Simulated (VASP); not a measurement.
Wanted: the native input for a VASP 6.6.1 run.

```
Task                   : single point
Functional             : PBEsol
Potentials or basis    : VASP PAW PBE potentials, release 64 (Ba_sv, Ti_sv, O_h)
Cutoff                 : 910 eV
k mesh                 : 7 × 7 × 7
Occupations            : fermi-dirac, width 0.05 eV
Spin                   : no spin polarisation
Dipole correction      : no
Second run             : hard_potentials
Further INCAR settings : ALGO = Normal; EDIFF = 1e-06; NBANDS = 28
```

The structure of BaTiO3 lies in POSCAR:

```
BaTiO3
1.0
    3.9518582279      0.0000000000      0.0000000000
    0.0000000000      3.9518582279      0.0000000000
    0.0000000000      0.0000000000      3.9518582279
Ba Ti O
1 1 3
Direct
    0.5000000000      0.5000000000      0.5000000000
    0.0000000000      0.0000000000      0.0000000000
    0.0000000000      0.0000000000      0.5000000000
    0.0000000000      0.5000000000      0.0000000000
    0.5000000000      0.0000000000      0.0000000000
```

The input as run:

INCAR

```
PREC     = Accurate       # precision mode
ENCUT    = 910            # plane-wave cutoff, eV
EDIFF    = 1E-6           # SCF threshold, eV
ISMEAR   = -1             # smearing method
SIGMA    = 0.05           # smearing width, eV
LREAL    = F              # projectors in reciprocal space
LASPH    = T              # aspherical terms in the spheres
NELM     = 120            # most SCF steps
ALGO     = Normal         # electronic algorithm
ISIF     = 2              # what is computed and relaxed
LWAVE    = F              # write WAVECAR
LCHARG   = F              # write CHGCAR
GGA      = PS             # functional
NBANDS   = 28             # bands
GGA_COMPAT= F
```

KPOINTS

```
Automatic mesh
0
Gamma
  7 7 7
```

Potentials or basis: VASP PAW PBE potentials, release 64 (Ba_sv, Ti_sv, O_h).

Command:

```console
$ cat potpaw_PBE.64/Ba_sv/POTCAR potpaw_PBE.64/Ti_sv/POTCAR potpaw_PBE.64/O_h/POTCAR > POTCAR
$ mpirun -np 1 vasp_std > vasp.out
```

Results of the run:

The pressure is 4.3 GPa and the band gap on the k mesh is 1.84 eV, indirect (least direct gap 1.88 eV).

Caveat: the cutoff is under 1.25 times the usual one of these potentials, so pressure, stress and relaxed cells hold a basis-set (Pulay) error; the PAW data sets were made with another functional, which shifts forces and pressure a little; spin-orbit coupling is left out, which moves the levels of the heavy elements.

Run time: 44 s on 1 thread of Intel(R) Xeon(R) 6975P-C (Granite Rapids), on a shared host, peak memory 0.29 GiB.
